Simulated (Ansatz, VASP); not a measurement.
**One calculation of TaCl3F, two programs**

INCAR

```
SYSTEM = TaCl3F
  PREC = Accurate
  ENCUT = 520
  EDIFF = 1E-7
  ISMEAR = 0
  SIGMA = 0.1
  LREAL = .False.
  LASPH = .True.
  NELM = 60
  ALGO = Normal
  ISIF = 2
  LWAVE = .False.
  LCHARG = .False.
  GGA = PE
  NBANDS = 28
```

File KPOINTS:

```
regular mesh
0
Gamma
  4 4 4
  0 0 0
```

Contents of POSCAR:

```
TaCl3F
1.0
    4.6933792400      0.0000000000      0.0000000000
    0.0000000000      4.6933792400      0.0000000000
    0.0000000000      0.0000000000      4.6933792400
Ta Cl F
1 3 1
Direct
    0.0000000000      0.0000000000      0.0000000000
    0.0000000000      0.5000000000      0.5000000000
    0.5000000000      0.0000000000      0.5000000000
    0.5000000000      0.5000000000      0.0000000000
    0.5000000000      0.5000000000      0.5000000000
```

Input for Ansatz:

```yaml
crystal:
  lattice:
    - [4.69337924, 0.0, 0.0]
    - [0.0, 4.69337924, 0.0]
    - [0.0, 0.0, 4.69337924]
  atoms:
    - { symbol: Ta, position: [0.0, 0.0, 0.0] }
    - { symbol: Cl, position: [0.0, 0.5, 0.5] }
    - { symbol: Cl, position: [0.5, 0.0, 0.5] }
    - { symbol: Cl, position: [0.5, 0.5, 0.0] }
    - { symbol: F, position: [0.5, 0.5, 0.5] }
basis:
  ecutwfc: 420
kpoints:
  mp_grid: { grid: [4, 4, 4] }
hamiltonian:
  xc: pbe
scf:
  occupations: { method: gaussian, width: 0.1 }
  lower_state_search: "off"
output:
  forces: true
  stress: true
  eigenvalues: true
```

Change from the starting cell: species swapped into the LuBPd3 type (Pm-3m, No. 221).

Alike in both runs: task single point; functional PBE; k mesh 4 × 4 × 4; occupations gaussian, width 0.1 eV; no spin polarisation.

|  | VASP | Ansatz |
| --- | --- | --- |
| version | VASP 6.6.1 | Ansatz 0.2.0 |
| potentials or method | VASP PAW PBE potentials, release 64 (Ta_pv, Cl, F), cutoff 520 eV | scalar-relativistic, plane waves, PAW |
| valence electrons in the cell | 39 | 41 |

Ansatz gave:

* gap on the k mesh at the Fermi level (eV): none
* pressure (GPa): -5.0

Task: What did VASP give for the same quantities?

Result: gap on the k mesh at the Fermi level (eV): none; pressure (GPa): -5.2.

A gap of «none» marks a metal or a gap that the smearing closes. VASP's potentials hold 39 valence electrons a cell and Ansatz's 41, so a difference there can come from the potentials and not from the codes.

Spin-orbit coupling is off throughout.
